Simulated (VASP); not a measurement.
# Cd (P6_3/mmc) in VASP: single point with PBE

Aim: the single point of Cd with PBE.

Program: VASP 6.6.1. These are calculated values, not measurements. Logs are shortened: lines on timing, memory, paths and dates and some standing lists are left out, and cuts for length are marked.

## 1. The cell of the first run

The structure is hexagonal, space group P6_3/mmc (No. 194). The conventional cell has a = 3.015 Å, b = 3.015 Å, c = 5.828 Å, α = 90.00°, β = 90.00°, γ = 120.00°. Cd (site symmetry -6m2) has 12 Cd at 3.01 to 3.39 Å within 4.0 Å.

## 2. Single point, PBE

INCAR

```
SYSTEM = Cd
  PREC = Accurate
  ENCUT = 520
  EDIFF = 1E-6
  ISMEAR = 0
  SIGMA = 0.1
  LREAL = .False.
  LASPH = .True.
  NELM = 100
  ALGO = Fast
  ISIF = 2
  LWAVE = .False.
  LCHARG = .False.
  GGA = PE
  NBANDS = 19
```

KPOINTS

```
Automatic mesh
0
Gamma
  18 18 8
  0 0 0
```

POSCAR

```
Cd
1.0
    3.0148503055      0.0000000000      0.0000000000
   -1.5074251528      2.6109369532      0.0000000000
    0.0000000000      0.0000000000      5.8276386599
Cd
2
Direct
    0.3333333333      0.6666666667      0.2500000000
    0.6666666667      0.3333333333      0.7500000000
```

Potentials or basis: VASP PAW PBE potentials, release 64 (Cd).

Launch:

```sh
cat potpaw_PBE.64/Cd/POTCAR > POTCAR
mpirun -np 1 vasp_std > vasp.out
```

OUTCAR:

```text
SYSTEM = Cd
   PREC = Accurate
   ENCUT = 520
   EDIFF = 1E-6
   ISMEAR = 0
   LREAL = .False.
   LASPH = .True.
   NELM = 100
   ISIF = 2
   GGA = PE

 ion  position               nearest neighbor table
   1  0.333  0.667  0.250-   2 3.39   2 3.39   2 3.39   2 3.39   2 3.39   2 3.39
   2  0.667  0.333  0.750-   1 3.39   1 3.39   1 3.39   1 3.39   1 3.39   1 3.39

  LATTYP: Found a hexagonal cell.
 ALAT       =     3.0148503055
 C/A-ratio  =     1.9329777831

  Lattice vectors:

 A1 = (   3.0148503055,   0.0000000000,   0.0000000000)
 A2 = (  -1.5074251528,   2.6109369532,   0.0000000000)
 A3 = (   0.0000000000,   0.0000000000,   5.8276386599)

Analysis of symmetry for initial positions (statically):
=====================================================================
 Subroutine PRICEL returns:
 Original cell was already a primitive cell.

 Routine SETGRP: Setting up the symmetry group for a
 hexagonal supercell.

 Subroutine GETGRP returns: Found 24 space group operations
 (whereof 12 operations were pure point group operations)
 out of a pool of 24 trial point group operations.

The static configuration has the point symmetry D_3d.
 The point group associated with its full space group is D_6h.

Analysis of symmetry for dynamics (positions and initial velocities):
=====================================================================
 Subroutine PRICEL returns:
 Original cell was already a primitive cell.

 Routine SETGRP: Setting up the symmetry group for a
 hexagonal supercell.

 Subroutine GETGRP returns: Found 24 space group operations
 (whereof 12 operations were pure point group operations)
 out of a pool of 24 trial point group operations.

The dynamic configuration has the point symmetry D_3d.
 The point group associated with its full space group is D_6h.

 Subroutine INISYM returns: Found 24 space group operations
 (whereof 12 operations are pure point group operations),
 and found     1 'primitive' translations

----------------------------------------------------------------------------------------

                                     Primitive cell

  volume of cell :      45.8727

  direct lattice vectors                    reciprocal lattice vectors
     3.014850305  0.000000000  0.000000000     0.331691427  0.191502135  0.000000000
    -1.507425153  2.610936953  0.000000000     0.000000000  0.383004269  0.000000000
     0.000000000  0.000000000  5.827638660     0.000000000  0.000000000  0.171596089

  length of vectors
     3.014850305  3.014850306  5.827638660     0.383004269  0.383004269  0.171596089

  position of ions in fractional coordinates (direct lattice)
     0.333333333  0.666666667  0.250000000
     0.666666667  0.333333333  0.750000000

  ion indices of the primitive-cell ions
   primitive index   ion index
                 1           1
                 2           2

----------------------------------------------------------------------------------------

 KPOINTS: Automatic mesh

Automatic generation of k-mesh.
 Grid dimensions read from file:
 generate k-points for:   18   18    8

 Generating k-lattice:

  Cartesian coordinates                     Fractional coordinates (reciprocal lattice)
     0.018427301  0.010639007  0.000000000     0.055555556  0.000000000  0.000000000
     0.000000000  0.021278015  0.000000000     0.000000000  0.055555556  0.000000000
     0.000000000  0.000000000  0.021449511     0.000000000  0.000000000  0.125000000

  Length of vectors
     0.021278015  0.021278015  0.021449511

  Shift w.r.t. Gamma in fractional coordinates (k-lattice)
     0.000000000  0.000000000  0.000000000

 Subroutine IBZKPT returns following result:
 ===========================================

 Found    185 irreducible k-points:

 Following reciprocal coordinates:
            Coordinates               Weight
  0.000000  0.000000  0.000000      1.000000
  0.055556 -0.000000  0.000000      6.000000
  0.111111 -0.000000  0.000000      6.000000
  0.166667  0.000000  0.000000      6.000000
  0.222222 -0.000000  0.000000      6.000000
  0.277778 -0.000000  0.000000      6.000000
[... 16 lines left out ...]
  0.333333  0.111111  0.000000     12.000000
  0.388889  0.111111  0.000000     12.000000
 [... further k-points ...]
   k-points           NKPTS =    185   k-points in BZ     NKDIM =    185   number of bands    NBANDS=     19
   number of dos      NEDOS =    301   number of ions     NIONS =      2
   total plane-waves  NPLWV =  27648
   dimension x,y,z NGX =    24 NGY =   24 NGZ =   48
   dimension x,y,z NGXF=    48 NGYF=   48 NGZF=   96
   ions per type =               2
   NGX,Y,Z   is equivalent  to a cutoff of  13.23, 13.23, 13.69 a.u.
   NGXF,Y,Z  is equivalent  to a cutoff of  26.47, 26.47, 27.39 a.u.
 SYSTEM =  Cd
   PREC   = accura    normal or accurate (medium, high low for compatibility)
   ISTART =      0    job   : 0-new  1-cont  2-samecut
   ICHARG =      2    charge: 1-file 2-atom 10-const
   ISPIN  =      1    spin polarized calculation?
   LNONCOLLINEAR =      F non collinear calculations
   LSORBIT =      F    spin-orbit coupling
   LASPH  =      T    aspherical Exc in radial PAW
   ENCUT  =  520.0 eV  38.22 Ry    6.18 a.u.   5.61  5.61 10.84*2*pi/ulx,y,z
   NELM   =    100;   NELMIN=  2; NELMDL= -5     # of ELM steps
   EDIFF  = 0.1E-05   stopping-criterion for ELM
   LREAL  =      F    real-space projection
   EDIFFG = 0.1E-04   stopping-criterion for IOM
   NSW    =      0    number of steps for IOM
   IBRION =     -1    ionic relax: 0-MD 1-quasi-New 2-CG
   NFREE  =      0    steps in history (QN), initial steepest desc. (CG)
   ISIF   =      2    stress and relaxation
   ISYM   =      2    0-nonsym 1-usesym 2-fastsym
   POTIM  = 0.5000    time-step for ionic-motion
   TEBEG  =    0.0;   TEEND  =   0.0 temperature during run
   PSTRESS=    0.0 pullay stress
   NELECT =      24.0000    total number of electrons
   NUPDOWN=      -1.0000    fix difference up-down
   EMIN   =  10.00;   EMAX   =-10.00  energy-range for DOS
   EFERMI =   0.00;   METHOD = LEGACY
   ISMEAR =     0;   SIGMA  =   0.10  broadening in eV -4-tet -1-fermi 0-gaus
   EFERMI_NEDOS =   21; number of points for ismear=-14 and -15
   IALGO  =     68    algorithm
   IMIX   =      4    mixing-type and parameters
     AMIX     =   0.40;   BMIX     =  1.00
     AMIX_MAG =   1.60;   BMIX_MAG =  1.00
  volume/ion in A,a.u.               =      22.94       154.78
  Fermi-wavevector in a.u.,A,eV,Ry     =   1.319148  2.492829 23.676213  1.740153
  Thomas-Fermi vector in A             =   2.449067
   LORBIT       =      0    0 simple, 1 ext, 2 COOP (PROOUT), +10 PAW based schemes
   GGA     = PE    functional components
   LHFCALC =     F    Hartree Fock is set to
   AEXX    =    0.0000 exact exchange contribution
   IVDW    =     0    specifies the selected vdW correction
   LEPSILON=     F    determine dielectric tensor
   LRPA    =     F    only Hartree local field effects (RPA)
 non-spin polarized calculation
 RMM-DIIS sequential band-by-band and
 Gauss-broadening in eV      SIGMA  =   0.10
  energy-cutoff  :      520.00
  volume of cell :       45.87
 maximum number of plane-waves:      1270
 NGX is ok and might be reduce to    24
   NGX = 11   NGY = 11   NGZ = 21

 number of electron      23.9999993 magnetization

 Free energy of the ion-electron system (eV)
  ---------------------------------------------------
  ext. energy  EPLUGINS =         0.00000000
  ---------------------------------------------------
  free energy    TOTEN  =        -1.49553827 eV

  energy without entropy =       -1.49270048  energy(sigma->0) =       -1.49411937

 E-fermi :   2.6010     XC(G=0): -10.7087

 val. band max:        2.5743567447   @ k =   0.5000  -0.0000   0.5000
 cond. band min:       2.6015110601   @ k =   0.2222   0.0556   0.1250
 fundamental gap:      0.0271543154
 Fermi energy:         2.6009705344

 k-point     1 :       0.0000    0.0000    0.0000
  band No.  band energies     occupation
      1      -7.1344      2.00000
      2      -6.9350      2.00000
      3      -6.5826      2.00000
      4      -6.5826      2.00000
      5      -6.5439      2.00000
      6      -6.5439      2.00000
[... 11 lines left out ...]
     18      17.1890      0.00000
     19      18.1023      0.00000

 k-point     2 :       0.0556   -0.0000    0.0000
  band No.  band energies     occupation
      1      -7.1040      2.00000
      2      -6.9082      2.00000
      3      -6.5935      2.00000
      4      -6.5560      2.00000
      5      -6.5542      2.00000
      6      -6.5180      2.00000
[... 11 lines left out ...]
     18      16.8116      0.00000
     19      18.3941      0.00000

 k-point     3 :       0.1111   -0.0000    0.0000
  band No.  band energies     occupation
      1      -7.0272      2.00000
      2      -6.8463      2.00000
      3      -6.6207      2.00000
      4      -6.5738      2.00000
      5      -6.4787      2.00000
      6      -6.4430      2.00000
[... 11 lines left out ...]
     18      16.4202      0.00000
     19      18.0736      0.00000

 k-point     4 :       0.1667    0.0000    0.0000
  band No.  band energies     occupation
      1      -6.9643      2.00000
      2      -6.7879      2.00000
      3      -6.6581      2.00000
      4      -6.5416      2.00000
      5      -6.3579      2.00000
      6      -6.3259      2.00000
[... 11 lines left out ...]
     18      16.0629      0.00000
     19      16.3659      0.00000

 k-point     5 :       0.2222   -0.0000    0.0000
  band No.  band energies     occupation
      1      -6.9890      2.00000
      2      -6.8099      2.00000
      3      -6.6041      2.00000
      4      -6.4413      2.00000
      5      -6.4333      2.00000
      6      -6.2330      2.00000
[... 11 lines left out ...]
     18      14.9201      0.00000
     19      15.7464      0.00000

 k-point     6 :       0.2778   -0.0000    0.0000
  band No.  band energies     occupation
      1      -7.0641      2.00000
      2      -6.8953      2.00000
      3      -6.5986      2.00000
      4      -6.4898      2.00000
      5      -6.3301      2.00000
      6      -6.2848      2.00000
[... 11 lines left out ...]
     18      14.9384      0.00000
     19      15.4877      0.00000

 k-point     7 :       0.3333   -0.0000    0.0000
  band No.  band energies     occupation
      1      -7.1471      2.00000
      2      -6.9829      2.00000
      3      -6.7362      2.00000
      4      -6.4157      2.00000
      5      -6.3871      2.00000
      6      -6.2686      2.00000
[... 11 lines left out ...]
     18      15.2897      0.00000
     19      15.7929      0.00000

 k-point     8 :       0.3889   -0.0000    0.0000
  band No.  band energies     occupation
      1      -7.2177      2.00000
      2      -7.0553      2.00000
      3      -6.8413      2.00000
      4      -6.4832      2.00000
      5      -6.3070      2.00000
      6      -6.2981      2.00000
[... 256 lines left out ...]
 k-point    20 :       0.1667    0.1111    0.0000
  band No.  band energies     occupation
      1      -6.8723      2.00000
      2      -6.7317      2.00000
      3      -6.6749      2.00000
      4      -6.5311      2.00000
      5      -6.4589      2.00000
      6      -6.3455      2.00000
[... 11 lines left out ...]
     18      15.0348      0.00000
     19      15.0743      0.00000

 k-point    21 :       0.2222    0.1111    0.0000
  band No.  band energies     occupation
      1      -6.9514      2.00000
      2      -6.7927      2.00000
      3      -6.6035      2.00000
      4      -6.5593      2.00000
      5      -6.4064      2.00000
      6      -6.3893      2.00000
[... 11 lines left out ...]
     18      14.3832      0.00000
     19      14.8038      0.00000

 k-point    22 :       0.2778    0.1111    0.0000
  band No.  band energies     occupation
      1      -7.0339      2.00000
      2      -6.8709      2.00000
      3      -6.7280      2.00000
      4      -6.4577      2.00000
      5      -6.4302      2.00000
      6      -6.2664      2.00000
[... 11 lines left out ...]
     18      13.7907      0.00000
     19      14.6111      0.00000

 k-point    23 :       0.3333    0.1111    0.0000
  band No.  band energies     occupation
      1      -7.1024      2.00000
      2      -6.9366      2.00000
      3      -6.8224      2.00000
      4      -6.4957      2.00000
      5      -6.3275      2.00000
      6      -6.3193      2.00000
[... 11 lines left out ...]
     18      13.3352      0.00000
     19      14.3308      0.00000

 k-point    24 :       0.3889    0.1111    0.0000
  band No.  band energies     occupation
      1      -7.1472      2.00000
      2      -6.9798      2.00000
      3      -6.8810      2.00000
      4      -6.5185      2.00000
      5      -6.3554      2.00000
      6      -6.2623      2.00000
[... 11 lines left out ...]
     18      13.0484      0.00000
     19      14.1480      0.00000

 [... further k-points ...]

------------------------ aborting loop because EDIFF is reached ----------------------------------------

  FORCE on cell =-STRESS in cart. coord.  units (eV):
  Direction    XX          YY          ZZ          XY          YZ          ZX
  --------------------------------------------------------------------------------------
  -------------------------------------------------------------------------------------
  Total        0.0945403      0.0945403      0.0479656     -0.0000000      0.0000000      0.0000000
  in kB        3.3019670      3.3019670      1.6752750     -0.0000000      0.0000000      0.0000000
  external PRESSURE =       2.7597364 kB  Pullay stress =       0.0000000 kB

 VOLUME and BASIS-vectors are now :
 -----------------------------------------------------------------------------
  energy-cutoff  :      520.00
  volume of cell :       45.87
      direct lattice vectors                 reciprocal lattice vectors
     3.014850305  0.000000000  0.000000000     0.331691427  0.191502135  0.000000000
    -1.507425153  2.610936953  0.000000000     0.000000000  0.383004269  0.000000000
     0.000000000  0.000000000  5.827638660     0.000000000  0.000000000  0.171596089

 POSITION                                       TOTAL-FORCE (eV/Angst)
 -----------------------------------------------------------------------------------
     -0.00000      1.74062      1.45691        -0.000000      0.000000      0.000000
      1.50743      0.87031      4.37073         0.000000     -0.000000      0.000000
 -----------------------------------------------------------------------------------
    total drift:                               -0.000000      0.000000     -0.000000

  FREE ENERGIE OF THE ION-ELECTRON SYSTEM (eV)
  ---------------------------------------------------
  free  energy   TOTEN  =        -1.4955382673 eV

  energy  without entropy=       -1.4927004766  energy(sigma->0) =       -1.49411937
```

It took 81 s on 1 thread of AMD EPYC 7R13 (Zen 3), shared host; peak memory 0.23 GiB.

What came out:

| Quantity | Value |
| --- | --- |
| Free energy | -1.4955 eV |
| Pressure | 0.3 GPa |
| Band gap on the k mesh | zero (bands 12 and 13 overlap by 4.45 eV) |

Levels at points of the mesh, in eV from the Fermi level:
| k point | band 10 | band 11 | band 12 | band 13 | band 14 | band 15 |
| --- | --- | --- | --- | --- | --- | --- |
| (0.00, 0.00, 0.00) | -8.49 | -8.49 | -3.36 | -2.89 | 9.54 | 13.66 |
| (0.50, 0.00, 0.00) | -8.21 | -2.15 | -1.76 | 1.71 | 2.72 | 2.95 |
| (0.00, 0.00, 0.50) | -8.58 | -7.13 | -7.13 | 3.14 | 3.14 | 14.68 |
| (0.50, 0.00, 0.50) | -8.21 | -1.39 | -1.39 | -0.03 | -0.03 | 7.52 |

The gap in the log of VASP goes by the Fermi energy; the results here count the filled bands.